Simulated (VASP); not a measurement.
# Hg (Im-3m) in VASP: further runs

Hg is run at these levels: PBE; tasks: density of states.

All numbers are computed with VASP 6.6.1; they aren't measurements. Logs are shortened: lines on timing, memory, paths and dates and some standing lists are left out, and cuts for length are marked.

**1. The cell of the first run**

Symmetry: Im-3m, No. 229, cubic system. Conventional cell: a = 2.970 Å, b = 2.970 Å, c = 2.970 Å, α = 90.00°, β = 90.00°, γ = 90.00°. Within 3.4 Å of Hg (site symmetry m-3m) lie 14 Hg at 2.57 to 2.97 Å.

**2. Density of states, PBE (volume scaled by 0.45)**

The input, POSCAR:

```
Hg
1.0
   -1.4849399696      1.4849399696      1.4849399696
    1.4849399696     -1.4849399696      1.4849399696
    1.4849399696      1.4849399696     -1.4849399696
Hg
1
Direct
    0.0000000000      0.0000000000      0.0000000000
```

The input, INCAR.step1:

```
SYSTEM = Hg
ALGO     = Normal         ! electronic algorithm
EDIFF    = 1E-6           ! SCF threshold, eV
ENCUT    = 400            ! plane-wave cutoff, eV
GGA      = PE             ! functional
GGA_COMPAT= .False.      
ISIF     = 2              ! what is computed and relaxed
ISMEAR   = -1             ! smearing method
LASPH    = .True.         ! aspherical terms in the spheres
LCHARG   = .True.         ! write CHGCAR
LORBIT   = 11             ! projections on sites
LREAL    = .False.        ! projectors in reciprocal space
LWAVE    = .False.        ! write WAVECAR
NBANDS   = 12             ! bands
NEDOS    = 2001           ! points of the DOS
NELM     = 120            ! most SCF steps
PREC     = Accurate       ! precision mode
SIGMA    = 0.1            ! smearing width, eV
```

The input, KPOINTS.step1:

```
k-points
0
Gamma
  14 14 14
  0 0 0
```

The input, INCAR.step2:

```
SYSTEM = Hg
ALGO     = Normal         ! electronic algorithm
EDIFF    = 1E-6           ! SCF threshold, eV
ENCUT    = 400            ! plane-wave cutoff, eV
GGA      = PE             ! functional
GGA_COMPAT= .False.      
ICHARG   = 11             ! starting density
ISIF     = 2              ! what is computed and relaxed
ISMEAR   = -5             ! smearing method
LASPH    = .True.         ! aspherical terms in the spheres
LCHARG   = .False.        ! write CHGCAR
LORBIT   = 10             ! projections on sites
LREAL    = .False.        ! projectors in reciprocal space
LWAVE    = .False.        ! write WAVECAR
NEDOS    = 1001           ! points of the DOS
NELM     = 120            ! most SCF steps
PREC     = Accurate       ! precision mode
SIGMA    = 0.1            ! smearing width, eV
```

The input, KPOINTS.step2:

```
k-points
0
Gamma
  21 21 21
  0 0 0
```

Potentials or basis: VASP PAW PBE potentials, release 64 (Hg).

On the command line:

```
cat potpaw_PBE.64/Hg/POTCAR > POTCAR
cp INCAR.step1 INCAR
cp KPOINTS.step1 KPOINTS
mpirun -np 1 vasp_std > vasp.out
cp INCAR.step2 INCAR
cp KPOINTS.step2 KPOINTS
mpirun -np 1 vasp_std > vasp.out
```

OUTCAR:

```text
SYSTEM = Hg
   EDIFF = 1E-6
   ENCUT = 400
   GGA = PE
   ICHARG = 11
   ISIF = 2
   ISMEAR = -5
   LASPH = .True.
   LORBIT = 10
   LREAL = .False.
   NELM = 120
   PREC = Accurate

 ion  position               nearest neighbor table
   1  0.000  0.000  0.000-

  LATTYP: Found a body centered cubic cell.
 ALAT       =     2.9698799392

  Lattice vectors:

 A1 = (  -1.4849399696,   1.4849399696,   1.4849399696)
 A2 = (   1.4849399696,  -1.4849399696,   1.4849399696)
 A3 = (   1.4849399696,   1.4849399696,  -1.4849399696)

Analysis of symmetry for initial positions (statically):
=====================================================================
 Subroutine PRICEL returns:
 Original cell was already a primitive cell.

 Routine SETGRP: Setting up the symmetry group for a
 body centered cubic supercell.

 Subroutine GETGRP returns: Found 48 space group operations
 (whereof 48 operations were pure point group operations)
 out of a pool of 48 trial point group operations.

The static configuration has the point symmetry O_h .

Analysis of symmetry for dynamics (positions and initial velocities):
=====================================================================
 Subroutine PRICEL returns:
 Original cell was already a primitive cell.

 Routine SETGRP: Setting up the symmetry group for a
 body centered cubic supercell.

 Subroutine GETGRP returns: Found 48 space group operations
 (whereof 48 operations were pure point group operations)
 out of a pool of 48 trial point group operations.

The dynamic configuration has the point symmetry O_h .

 Subroutine INISYM returns: Found 48 space group operations
 (whereof 48 operations are pure point group operations),
 and found     1 'primitive' translations

----------------------------------------------------------------------------------------

                                     Primitive cell

  volume of cell :      13.0974

  direct lattice vectors                    reciprocal lattice vectors
    -1.484939970  1.484939970  1.484939970     0.000000000  0.336713948  0.336713948
     1.484939970 -1.484939970  1.484939970     0.336713948  0.000000000  0.336713948
     1.484939970  1.484939970 -1.484939970     0.336713948  0.336713948  0.000000000

  length of vectors
     2.571991474  2.571991474  2.571991474     0.476185432  0.476185432  0.476185432

  position of ions in fractional coordinates (direct lattice)
     0.000000000  0.000000000  0.000000000
[... 80 lines left out ...]
   EDIFFG = 0.1E-04   stopping-criterion for IOM
   NSW    =      0    number of steps for IOM
   IBRION =     -1    ionic relax: 0-MD 1-quasi-New 2-CG
   NFREE  =      0    steps in history (QN), initial steepest desc. (CG)
   ISIF   =      2    stress and relaxation
   ISYM   =      2    0-nonsym 1-usesym 2-fastsym
   POTIM  = 0.5000    time-step for ionic-motion
   TEBEG  =    0.0;   TEEND  =   0.0 temperature during run
   PSTRESS=    0.0 pullay stress
   NELECT =      12.0000    total number of electrons
   NUPDOWN=      -1.0000    fix difference up-down
   EMIN   =  10.00;   EMAX   =-10.00  energy-range for DOS
   EFERMI =   0.00;   METHOD = LEGACY
   ISMEAR =    -5;   SIGMA  =   0.10  broadening in eV -4-tet -1-fermi 0-gaus
   EFERMI_NEDOS =   21; number of points for ismear=-14 and -15
   IALGO  =     38    algorithm
   IMIX   =      4    mixing-type and parameters
     AMIX     =   0.40;   BMIX     =  1.00
     AMIX_MAG =   1.60;   BMIX_MAG =  1.00
  volume/ion in A,a.u.               =      13.10        88.39
  Fermi-wavevector in a.u.,A,eV,Ry     =   1.590034  3.004728 34.398350  2.528207
  Thomas-Fermi vector in A             =   2.688791
   LORBIT       =     10    0 simple, 1 ext, 2 COOP (PROOUT), +10 PAW based schemes
   GGA     = PE    functional components
   LHFCALC =     F    Hartree Fock is set to
   AEXX    =    0.0000 exact exchange contribution
   IVDW    =     0    specifies the selected vdW correction
   LEPSILON=     F    determine dielectric tensor
   LRPA    =     F    only Hartree local field effects (RPA)
 non-spin polarized calculation
 Fermi weights with tetrahedron method with Bloechl corrections
  energy-cutoff  :      400.00
  volume of cell :       13.10
 maximum number of plane-waves:       247
 NGX is ok and might be reduce to    18

 number of electron      11.9999997 magnetization

 Free energy of the ion-electron system (eV)
  ---------------------------------------------------
  ext. energy  EPLUGINS =         0.00000000
  ---------------------------------------------------
  free energy    TOTEN  =         3.30161971 eV

  energy without entropy =        3.30161971  energy(sigma->0) =        3.30161971

 E-fermi :  11.1281     XC(G=0): -14.3766

 val. band max:       11.3838252228   @ k =  -0.4286  -0.4286   0.1905
 cond. band min:      10.9303182375   @ k =  -0.3810  -0.3810   0.0476
 fundamental gap:     -0.4535069852
 Fermi energy:        11.1281100430

 k-point     1 :       0.0000    0.0000    0.0000
  band No.  band energies     occupation
      1      -6.0291      2.00000
      2      -0.8371      2.00000
      3      -0.8371      2.00000
      4      -0.8371      2.00000
      5       1.7295      2.00000
      6       1.7295      2.00000
      7      25.8772      0.00000
      8      25.8772      0.00000
      9      25.8772      0.00000
     10      35.2349      0.00000
[... 287 lines left out ...]
 k-point    24 :       0.1905    0.0952    0.0000
  band No.  band energies     occupation
      1      -3.7090      2.00000
      2      -1.4803      2.00000
      3      -0.8945      2.00000
      4       1.1785      2.00000
      5       1.4744      2.00000
      6       1.9421      2.00000
      7      21.6793      0.00000
      8      23.6545      0.00000
      9      27.0538      0.00000
     10      28.3990      0.00000

 [... further k-points ...]
[... 5 lines left out ...]
  --------------------------------------------------------------------------------------
  -------------------------------------------------------------------------------------
  Total       15.0399774     15.0399774     15.0399774     -0.0000000     -0.0000000      0.0000000
  in kB     1839.8019838   1839.8019838   1839.8019838     -0.0000000     -0.0000000      0.0000000
  external PRESSURE =    1839.8019838 kB  Pullay stress =       0.0000000 kB

 VOLUME and BASIS-vectors are now :
 -----------------------------------------------------------------------------
  energy-cutoff  :      400.00
  volume of cell :       13.10
      direct lattice vectors                 reciprocal lattice vectors
    -1.484939970  1.484939970  1.484939970     0.000000000  0.336713948  0.336713948
     1.484939970 -1.484939970  1.484939970     0.336713948  0.000000000  0.336713948
     1.484939970  1.484939970 -1.484939970     0.336713948  0.336713948  0.000000000

 POSITION                                       TOTAL-FORCE (eV/Angst)
 -----------------------------------------------------------------------------------
      0.00000      0.00000      0.00000        -0.000000      0.000000     -0.000000
 -----------------------------------------------------------------------------------
    total drift:                                0.000000      0.000000      0.000000

  FREE ENERGIE OF THE ION-ELECTRON SYSTEM (eV)
  ---------------------------------------------------
  free  energy   TOTEN  =         3.3016197134 eV

  energy  without entropy=        3.3016197134  energy(sigma->0) =        3.30161971

 total charge

# of ion       s       p       d       tot
------------------------------------------
    1        0.933   0.880   9.501  11.314
```

OUTCAR.step1:

```text
SYSTEM = Hg
   EDIFF = 1E-6
   ENCUT = 400
   GGA = PE
   ISIF = 2
   ISMEAR = -1
   LASPH = .True.
   LORBIT = 11
   LREAL = .False.
[... 577 lines left out ...]
      0.00000      0.00000      0.00000         0.000000     -0.000000     -0.000000
 -----------------------------------------------------------------------------------
    total drift:                                0.000000     -0.000000      0.000000

  FREE ENERGIE OF THE ION-ELECTRON SYSTEM (eV)
  ---------------------------------------------------
  free  energy   TOTEN  =         3.2968379258 eV

  energy  without entropy=        3.3054152498  energy(sigma->0) =        3.30112659

 total charge

# of ion       s       p       d       tot
------------------------------------------
    1        0.929   0.882   9.503  11.314
```

Wall time 22 s (1 thread of Intel Xeon Platinum 8488C (Sapphire Rapids), shared host); peak memory 0.15 GiB.

Results:

| Item | Value |
| --- | --- |
| Valence electrons inside the program's atomic spheres | Hg 11.31 |

Caveat: spin-orbit coupling is left out, which moves the levels of the heavy elements; tetrahedron occupations give inexact forces and stress in metals.

**3. Density of states, PBE (volume scaled by 0.45)**

POSCAR is that of step 2.

The input, INCAR.step1:

```
PREC = Accurate ; ENCUT = 400
EDIFF = 1E-6 ; ISMEAR = -1
SIGMA = 0.1 ; LREAL = False
LASPH = True ; NELM = 120
ALGO = Normal ; ISIF = 2
LWAVE = False ; LCHARG = True
GGA = PE ; NBANDS = 12
GGA_COMPAT = False ; NEDOS = 2001
LORBIT = 11
```

The input, KPOINTS.step1:

```
Automatic mesh
0
Gamma
  14 14 14
```

The input, INCAR.step2:

```
PREC = Accurate ; ENCUT = 400
EDIFF = 1E-6 ; ISMEAR = -5
SIGMA = 0.1 ; LREAL = False
LASPH = True ; NELM = 120
ALGO = Normal ; ISIF = 2
LWAVE = False ; LCHARG = False
GGA = PE ; LORBIT = 11
NBANDS = 12 ; NEDOS = 2001
ICHARG = 11 ; GGA_COMPAT = False
```

The input, KPOINTS.step2:

```
Automatic mesh
0
Gamma
  21 21 21
```

Potentials or basis: VASP PAW PBE potentials, release 64 (Hg).

On the command line:

```
cat potpaw_PBE.64/Hg/POTCAR > POTCAR
cp INCAR.step1 INCAR
cp KPOINTS.step1 KPOINTS
mpirun -np 1 vasp_std > vasp.out
cp INCAR.step2 INCAR
cp KPOINTS.step2 KPOINTS
mpirun -np 1 vasp_std > vasp.out
```

Run time: 25 s. Hardware: 1 thread of Intel Xeon Platinum 8488C (Sapphire Rapids), shared host; peak memory 0.16 GiB.

Results (log left out):

| Property | Result |
| --- | --- |
| Valence electrons inside the program's atomic spheres | Hg 11.31 |

Levels at points of the mesh, in eV from the Fermi level:
```csv
k point,band 3,band 4,band 5,band 6,band 7,band 8,band 9,band 10
"(0.00, 0.00, 0.00)",-11.97,-11.97,-9.40,-9.40,14.75,14.75,14.75,24.11
```

Caveat: spin-orbit coupling is left out, which moves the levels of the heavy elements; tetrahedron occupations give inexact forces and stress in metals.

**4. Density of states, PBE (volume scaled by 0.85)**

The input, POSCAR:

```
Hg
1.0
   -1.8355985296      1.8355985296      1.8355985296
    1.8355985296     -1.8355985296      1.8355985296
    1.8355985296      1.8355985296     -1.8355985296
Hg
1
Direct
    0.0000000000      0.0000000000      0.0000000000
```

The input, INCAR.step1:

```
SYSTEM = Hg
  ALGO = Normal
  EDIFF = 1E-6
  ENCUT = 400
  GGA = PE
  GGA_COMPAT = .False.
  ISIF = 2
  ISMEAR = -1
  LASPH = .True.
  LCHARG = .True.
  LORBIT = 11
  LREAL = .False.
  LWAVE = .False.
  NBANDS = 12
  NEDOS = 2001
  NELM = 120
  PREC = Accurate
  SIGMA = 0.1
```

The input, KPOINTS.step1:

```
k-points
0
Gamma
  14 14 14
  0 0 0
```

The input, INCAR.step2:

```
SYSTEM = Hg
  ALGO = Normal
  EDIFF = 1E-6
  ENCUT = 400
  GGA = PE
  GGA_COMPAT = .False.
  ICHARG = 11
  ISIF = 2
  ISMEAR = -5
  LASPH = .True.
  LCHARG = .False.
  LORBIT = 10
  LREAL = .False.
  LWAVE = .False.
  NBANDS = 12
  NEDOS = 2001
  NELM = 120
  PREC = Accurate
  SIGMA = 0.1
```

The input, KPOINTS.step2:

```
k-points
0
Gamma
  21 21 21
  0 0 0
```

On the command line:

```
cat potpaw_PBE.64/Hg/POTCAR > POTCAR
cp INCAR.step1 INCAR
cp KPOINTS.step1 KPOINTS
mpirun -np 1 vasp_std > vasp.out
cp INCAR.step2 INCAR
cp KPOINTS.step2 KPOINTS
mpirun -np 1 vasp_std > vasp.out
```

It took 51 s on 1 thread of Intel Xeon 8259CL, shared host; peak memory 0.19 GiB.

It converged, with:

| Quantity | Value |
| --- | --- |
| Valence electrons inside the program's atomic spheres | Hg 10.45 |

Levels at points of the mesh, in eV from the Fermi level:
```
           k point  band 4  band 5  band 6  band 7  band 8  band 9
(0.00, 0.00, 0.00)   -6.94   -6.12   -6.12   15.06   15.06   15.06
```

Caveat: spin-orbit coupling is left out, which moves the levels of the heavy elements; tetrahedron occupations give inexact forces and stress in metals.
